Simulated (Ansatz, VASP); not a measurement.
## Two plane-wave programs on BP

The input INCAR:

```
PREC = Accurate
ENCUT = 500
EDIFF = 1E-6
ISMEAR = 0
SIGMA = 0.01
LREAL = False
LASPH = True
NELM = 120
ALGO = Normal
ISIF = 2
LWAVE = False
LCHARG = True
GGA = PS
LELF = True
LVHAR = True
NBANDS = 11
GGA_COMPAT = False
```

KPOINTS

```
regular mesh
0
Gamma
  12 12 12
```

File POSCAR:

```
BP
1.0
    0.0000000000      2.2600463839      2.2600463839
    2.2600463839      0.0000000000      2.2600463839
    2.2600463839      2.2600463839      0.0000000000
B P
1 1
Direct
    0.0000000000      0.0000000000      0.0000000000
    0.2500000000      0.2500000000      0.2500000000
```

Input for Ansatz:

```yaml
crystal:
  lattice:
    - [0.0, 2.2600463839, 2.2600463839]
    - [2.2600463839, 0.0, 2.2600463839]
    - [2.2600463839, 2.2600463839, 0.0]
  atoms:
    - { symbol: B, position: [0.0, 0.0, 0.0] }
    - { symbol: P, position: [0.25, 0.25, 0.25] }
basis:
  ecutwfc: 420
kpoints:
  mp_grid: { grid: [12, 12, 12] }
  band_path:
    path:
      - [0.0, 0.0, 0.0]
      - [0.0, 0.0, 0.0]
      - [0.0, 0.0, 0.0]
      - [0.0, 0.0, 0.0]
      - [0.0, 0.0, 0.0]
      - [0.0, 0.0, 0.0]
      - [0.0, 0.0, 0.0]
      - [0.0, 0.0, 0.0]
      - [0.0, 0.0, 0.0]
      - [0.0, 0.0, 0.0]
      - [0.0, 0.0, 0.0]
      - [0.0, 0.0, 0.0]
      - [0.0, 0.0, 0.0]
      - [0.0, 0.0, 0.0]
      - [0.0, 0.0, 0.0]
      - [0.0, 0.0, 0.0]
      - [0.0, 0.0, 0.0]
      - [0.0, 0.0, 0.0]
      - [0.0, 0.0, 0.0]
      - [0.0, 0.0, 0.0]
      - [0.0, 0.0, 0.0]
      - [0.0, 0.0, 0.0]
      - [0.0, 0.0, 0.0]
      - [0.0, 0.0, 0.0]
      - [0.0, 0.0, 0.0]
      - [0.0, 0.0, 0.0]
      - [0.3, 0.3, 0.0]
      - [0.3166666667, 0.3166666667, 0.0]
      - [0.3333333333, 0.3333333333, 0.0]
      - [0.35, 0.35, 0.0]
      - [0.3666666667, 0.3666666667, 0.0]
      - [0.3833333333, 0.3833333333, 0.0]
      - [0.4, 0.4, 0.0]
      - [0.4166666667, 0.4166666667, 0.0]
      - [0.4333333333, 0.4333333333, 0.0]
      - [0.45, 0.45, 0.0]
      - [0.4666666667, 0.4666666667, 0.0]
      - [0.4833333333, 0.4833333333, 0.0]
      - [0.5, 0.5, 0.0]
      - [0.5, 0.5, 0.5]
      - [0.5, 0.5, 0.5]
      - [0.5, 0.5, 0.5]
      - [0.5, 0.5, 0.5]
      - [0.5, 0.5, 0.5]
      - [0.5, 0.5, 0.5]
      - [0.5, 0.5, 0.5]
      - [0.5, 0.5, 0.5]
      - [0.5, 0.5, 0.5]
      - [0.5, 0.5, 0.5]
      - [0.5, 0.5, 0.5]
      - [0.5, 0.5, 0.5]
      - [0.5, 0.5, 0.5]
    npoints: 1
hamiltonian:
  xc: pbesol
  pseudopotentials: { kind: paw, azcp: { folder: soft_1 } }
scf:
  occupations: { method: fixed }
  n_extra_bands: 5
output:
  eigenvalues: true
```

Alike in both runs: task single point; functional PBEsol; k mesh 12 × 12 × 12; no spin polarisation.

|  | VASP | Ansatz |
| --- | --- | --- |
| version | VASP 6.6.1 | Ansatz 0.2.0 |
| potentials or method | VASP PAW PBE potentials, release 64 (B, P), cutoff 500 eV | scalar-relativistic, plane waves, PAW |
| occupations | gaussian, width 0.01 eV | fixed |
| valence electrons in the cell | 8 | 8 |

```csv
,VASP,Ansatz,Ansatz less VASP
gap on the k mesh at the Fermi level (eV),1.11,1.11,+0.003
least direct gap on the mesh (eV),3.37,3.38,+0.006
```

VASP's potentials were made for PBE, not for PBEsol, and Ansatz warns of the same on its side.
